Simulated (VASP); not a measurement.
# Ti (P6/mmm) in VASP: a series of runs

Runs on Ti. Level: PBEsol. Tasks: single point.

Everything below comes from runs of VASP 6.6.1. Logs are shortened: lines on timing, memory, paths and dates and some standing lists are left out, and cuts for length are marked.

### 1 The cell of the first run

The structure is hexagonal, space group P6/mmm (No. 191). The conventional cell has a = 4.767 Å, b = 4.767 Å, c = 2.511 Å, α = 90.00°, β = 90.00°, γ = 120.00°. Ti (site symmetry 6/mmm) has 14 Ti at 2.51 to 3.02 Å within 3.3 Å. Ti (site symmetry -6m2) has 11 Ti at 2.51 to 3.02 Å within 3.3 Å.

This isn't the form of Ti at room conditions, which is hcp.

### 2 Single point, PBEsol

The input, INCAR:

```
PREC = Accurate
ENCUT = 520
EDIFF = 1E-6
ISMEAR = 0
SIGMA = 0.15
LREAL = False
LASPH = True
NELM = 80
ALGO = Fast
ISIF = 2
LWAVE = False
LCHARG = False
GGA = PS
NBANDS = 25
```

The input, KPOINTS:

```
regular mesh
0
Gamma
  12 12 18
```

The input, POSCAR:

```
Ti
1.0
    4.7666435694      0.0000000000      0.0000000000
   -2.3833217847      4.1280344219      0.0000000000
    0.0000000000      0.0000000000      2.5114054373
Ti
3
Direct
    0.0000000000      0.0000000000      0.0000000000
    0.3333333333      0.6666666667      0.5000000000
    0.6666666667      0.3333333333      0.5000000000
```

Potentials or basis: VASP PAW PBE potentials, release 64 (Ti_sv).

Run with:

```bash
$ cat potpaw_PBE.64/Ti_sv/POTCAR > POTCAR
$ mpirun -np 1 vasp_std > vasp.out
```

OUTCAR:

```text
PREC = Accurate
   ENCUT = 520
   EDIFF = 1E-6
   ISMEAR = 0
   LREAL = False
   LASPH = True
   NELM = 80
   ISIF = 2
   GGA = PS

 ion  position               nearest neighbor table
   1  0.000  0.000  0.000-
   2  0.333  0.667  0.500-   3 2.75   3 2.75   3 2.75
   3  0.667  0.333  0.500-   2 2.75   2 2.75   2 2.75

  LATTYP: Found a hexagonal cell.
 ALAT       =     4.7666435694
 C/A-ratio  =     0.5268708266

  Lattice vectors:

 A1 = (   4.7666435694,   0.0000000000,   0.0000000000)
 A2 = (  -2.3833217847,   4.1280344219,   0.0000000000)
 A3 = (   0.0000000000,   0.0000000000,   2.5114054373)

Analysis of symmetry for initial positions (statically):
=====================================================================
 Subroutine PRICEL returns:
 Original cell was already a primitive cell.

 Routine SETGRP: Setting up the symmetry group for a
 hexagonal supercell.

 Subroutine GETGRP returns: Found 24 space group operations
 (whereof 24 operations were pure point group operations)
 out of a pool of 24 trial point group operations.

The static configuration has the point symmetry D_6h.

Analysis of symmetry for dynamics (positions and initial velocities):
=====================================================================
 Subroutine PRICEL returns:
 Original cell was already a primitive cell.

 Routine SETGRP: Setting up the symmetry group for a
 hexagonal supercell.

 Subroutine GETGRP returns: Found 24 space group operations
 (whereof 24 operations were pure point group operations)
 out of a pool of 24 trial point group operations.

The dynamic configuration has the point symmetry D_6h.

 Subroutine INISYM returns: Found 24 space group operations
 (whereof 24 operations are pure point group operations),
 and found     1 'primitive' translations

----------------------------------------------------------------------------------------

                                     Primitive cell

  volume of cell :      49.4166

  direct lattice vectors                    reciprocal lattice vectors
     4.766643569  0.000000000  0.000000000     0.209791226  0.121123021  0.000000000
    -2.383321785  4.128034422  0.000000000     0.000000000  0.242246042  0.000000000
     0.000000000  0.000000000  2.511405437     0.000000000  0.000000000  0.398183418

  length of vectors
     4.766643569  4.766643569  2.511405437     0.242246042  0.242246042  0.398183418

  position of ions in fractional coordinates (direct lattice)
     0.000000000  0.000000000  0.000000000
     0.333333333  0.666666667  0.500000000
     0.666666667  0.333333333  0.500000000

  ion indices of the primitive-cell ions
   primitive index   ion index
                 1           1
                 2           2
                 3           3

----------------------------------------------------------------------------------------

 KPOINTS: regular mesh

Automatic generation of k-mesh.
 Grid dimensions read from file:
 generate k-points for:   12   12   18

 Generating k-lattice:

  Cartesian coordinates                     Fractional coordinates (reciprocal lattice)
     0.017482602  0.010093585  0.000000000     0.083333333  0.000000000  0.000000000
     0.000000000  0.020187170  0.000000000     0.000000000  0.083333333  0.000000000
     0.000000000  0.000000000  0.022121301     0.000000000  0.000000000  0.055555556

  Length of vectors
     0.020187170  0.020187170  0.022121301

  Shift w.r.t. Gamma in fractional coordinates (k-lattice)
     0.000000000  0.000000000  0.000000000

 Subroutine IBZKPT returns following result:
 ===========================================

 Found    190 irreducible k-points:

 Following reciprocal coordinates:
            Coordinates               Weight
  0.000000  0.000000  0.000000      1.000000
  0.083333 -0.000000  0.000000      6.000000
  0.166667 -0.000000  0.000000      6.000000
  0.250000 -0.000000  0.000000      6.000000
  0.333333 -0.000000  0.000000      6.000000
  0.416667 -0.000000  0.000000      6.000000
[... 16 lines left out ...]
  0.250000 -0.000000  0.055556     12.000000
  0.333333 -0.000000  0.055556     12.000000
 [... further k-points ...]
   k-points           NKPTS =    190   k-points in BZ     NKDIM =    190   number of bands    NBANDS=     25
   number of dos      NEDOS =    301   number of ions     NIONS =      3
   total plane-waves  NPLWV =  25920
   dimension x,y,z NGX =    36 NGY =   36 NGZ =   20
   dimension x,y,z NGXF=    72 NGYF=   72 NGZF=   40
   ions per type =               3
   NGX,Y,Z   is equivalent  to a cutoff of  12.56, 12.56, 13.24 a.u.
   NGXF,Y,Z  is equivalent  to a cutoff of  25.11, 25.11, 26.48 a.u.
 SYSTEM =  unknown system
   PREC   = accura    normal or accurate (medium, high low for compatibility)
   ISTART =      0    job   : 0-new  1-cont  2-samecut
   ICHARG =      2    charge: 1-file 2-atom 10-const
   ISPIN  =      1    spin polarized calculation?
   LNONCOLLINEAR =      F non collinear calculations
   LSORBIT =      F    spin-orbit coupling
   LASPH  =      T    aspherical Exc in radial PAW
   ENCUT  =  520.0 eV  38.22 Ry    6.18 a.u.   8.86  8.86  4.67*2*pi/ulx,y,z
   NELM   =     80;   NELMIN=  2; NELMDL= -5     # of ELM steps
   EDIFF  = 0.1E-05   stopping-criterion for ELM
   LREAL  =      F    real-space projection
   EDIFFG = 0.1E-04   stopping-criterion for IOM
   NSW    =      0    number of steps for IOM
   IBRION =     -1    ionic relax: 0-MD 1-quasi-New 2-CG
   NFREE  =      0    steps in history (QN), initial steepest desc. (CG)
   ISIF   =      2    stress and relaxation
   ISYM   =      2    0-nonsym 1-usesym 2-fastsym
   POTIM  = 0.5000    time-step for ionic-motion
   TEBEG  =    0.0;   TEEND  =   0.0 temperature during run
   PSTRESS=    0.0 pullay stress
   NELECT =      36.0000    total number of electrons
   NUPDOWN=      -1.0000    fix difference up-down
   EMIN   =  10.00;   EMAX   =-10.00  energy-range for DOS
   EFERMI =   0.00;   METHOD = LEGACY
   ISMEAR =     0;   SIGMA  =   0.15  broadening in eV -4-tet -1-fermi 0-gaus
   EFERMI_NEDOS =   21; number of points for ismear=-14 and -15
   IALGO  =     68    algorithm
   IMIX   =      4    mixing-type and parameters
     AMIX     =   0.40;   BMIX     =  1.00
     AMIX_MAG =   1.60;   BMIX_MAG =  1.00
  volume/ion in A,a.u.               =      16.47       111.16
  Fermi-wavevector in a.u.,A,eV,Ry     =   1.473052  2.783665 29.523037  2.169882
  Thomas-Fermi vector in A             =   2.587992
   LORBIT       =      0    0 simple, 1 ext, 2 COOP (PROOUT), +10 PAW based schemes
   GGA     = PS    functional components
   LHFCALC =     F    Hartree Fock is set to
   AEXX    =    0.0000 exact exchange contribution
   IVDW    =     0    specifies the selected vdW correction
   LEPSILON=     F    determine dielectric tensor
   LRPA    =     F    only Hartree local field effects (RPA)
 non-spin polarized calculation
 RMM-DIIS sequential band-by-band and
 Gauss-broadening in eV      SIGMA  =   0.15
  energy-cutoff  :      520.00
  volume of cell :       49.42
 maximum number of plane-waves:      1350
 NGX is ok and might be reduce to    36
   NGX = 17   NGY = 17   NGZ =  9

 number of electron      36.0000005 magnetization

 Free energy of the ion-electron system (eV)
  ---------------------------------------------------
  ext. energy  EPLUGINS =         0.00000000
  ---------------------------------------------------
  free energy    TOTEN  =       -24.74702499 eV

  energy without entropy =      -24.68676762  energy(sigma->0) =      -24.71689631

 E-fermi :   8.5405     XC(G=0): -11.8735

 val. band max:        8.5404881726   @ k =   0.4167   0.1667   0.1667
 cond. band min:       8.5405690354   @ k =   0.2500   0.2500   0.0000
 fundamental gap:      0.0000808628
 Fermi energy:         8.5405313071

 k-point     1 :       0.0000    0.0000    0.0000
  band No.  band energies     occupation
      1     -47.7733      2.00000
      2     -47.6586      2.00000
      3     -47.6109      2.00000
      4     -24.2188      2.00000
      5     -24.2188      2.00000
      6     -24.1674      2.00000
[... 17 lines left out ...]
     24      11.6519      0.00000
     25      11.6564      0.00000

 k-point     2 :       0.0833   -0.0000    0.0000
  band No.  band energies     occupation
      1     -47.7706      2.00000
      2     -47.6595      2.00000
      3     -47.6128      2.00000
      4     -24.2545      2.00000
      5     -24.2471      2.00000
      6     -24.1288      2.00000
[... 17 lines left out ...]
     24      11.5180      0.00000
     25      11.8078      0.00000

 k-point     3 :       0.1667   -0.0000    0.0000
  band No.  band energies     occupation
      1     -47.7627      2.00000
      2     -47.6623      2.00000
      3     -47.6181      2.00000
      4     -24.3022      2.00000
      5     -24.2712      2.00000
      6     -24.0725      2.00000
[... 17 lines left out ...]
     24      11.4408      0.00000
     25      11.9771      0.00000

 k-point     4 :       0.2500   -0.0000    0.0000
  band No.  band energies     occupation
      1     -47.7503      2.00000
      2     -47.6669      2.00000
      3     -47.6261      2.00000
      4     -24.3433      2.00000
      5     -24.2712      2.00000
      6     -24.0175      2.00000
[... 17 lines left out ...]
     24      11.4265      0.00000
     25      12.1370      0.00000
[... 477 lines left out ...]
 k-point    22 :       0.1667   -0.0000    0.0556
  band No.  band energies     occupation
      1     -47.7559      2.00000
      2     -47.6570      2.00000
      3     -47.6122      2.00000
      4     -24.2951      2.00000
      5     -24.2645      2.00000
      6     -24.0676      2.00000
[... 17 lines left out ...]
     24      11.3388      0.00000
     25      11.9346      0.00000

 k-point    23 :       0.2500   -0.0000    0.0556
  band No.  band energies     occupation
      1     -47.7437      2.00000
      2     -47.6614      2.00000
      3     -47.6202      2.00000
      4     -24.3358      2.00000
      5     -24.2645      2.00000
      6     -24.0135      2.00000
[... 17 lines left out ...]
     24      11.3162      0.00000
     25      12.0955      0.00000

 k-point    24 :       0.3333   -0.0000    0.0556
  band No.  band energies     occupation
      1     -47.7285      2.00000
      2     -47.6679      2.00000
      3     -47.6293      2.00000
      4     -24.3667      2.00000
      5     -24.2382      2.00000
      6     -23.9748      2.00000
[... 17 lines left out ...]
     24      11.3709      0.00000
     25      12.0959      0.00000

 [... further k-points ...]

------------------------ aborting loop because EDIFF is reached ----------------------------------------

  FORCE on cell =-STRESS in cart. coord.  units (eV):
  Direction    XX          YY          ZZ          XY          YZ          ZX
  --------------------------------------------------------------------------------------
  -------------------------------------------------------------------------------------
  Total       -0.5427077     -0.5427077      0.9354457      0.0000000     -0.0000000      0.0000000
  in kB      -17.5955878    -17.5955878     30.3288788      0.0000000     -0.0000000      0.0000000
  external PRESSURE =      -1.6207656 kB  Pullay stress =       0.0000000 kB

 VOLUME and BASIS-vectors are now :
 -----------------------------------------------------------------------------
  energy-cutoff  :      520.00
  volume of cell :       49.42
      direct lattice vectors                 reciprocal lattice vectors
     4.766643569  0.000000000  0.000000000     0.209791226  0.121123021  0.000000000
    -2.383321785  4.128034422  0.000000000     0.000000000  0.242246042  0.000000000
     0.000000000  0.000000000  2.511405437     0.000000000  0.000000000  0.398183418

 POSITION                                       TOTAL-FORCE (eV/Angst)
 -----------------------------------------------------------------------------------
      0.00000      0.00000      0.00000         0.000000      0.000000      0.000000
     -0.00000      2.75202      1.25570        -0.000000      0.000000      0.000000
      2.38332      1.37601      1.25570         0.000000     -0.000000      0.000000
 -----------------------------------------------------------------------------------
    total drift:                                0.000000      0.000000     -0.000000

  FREE ENERGIE OF THE ION-ELECTRON SYSTEM (eV)
  ---------------------------------------------------
  free  energy   TOTEN  =       -24.7470249947 eV

  energy  without entropy=      -24.6867676163  energy(sigma->0) =      -24.71689631
```

It took 4.9 min on 1 thread of Intel Xeon 6975P-C (Granite Rapids), shared host; peak memory 0.29 GiB.

Results:

```yaml
Free_energy: -24.7470 eV
Pressure: -0.2 GPa
Band_gap_on_the_k_mesh: zero (bands 18 and 19 overlap by 1.13 eV)
```

Stress tensor (GPa, compression positive):
```
-1.76  0.00  0.00
 0.00 -1.76  0.00
 0.00  0.00  3.03
```

Caveat: the PAW data sets were made with another functional, which shifts forces and pressure a little.

(Part 1 of 2 ends here.)
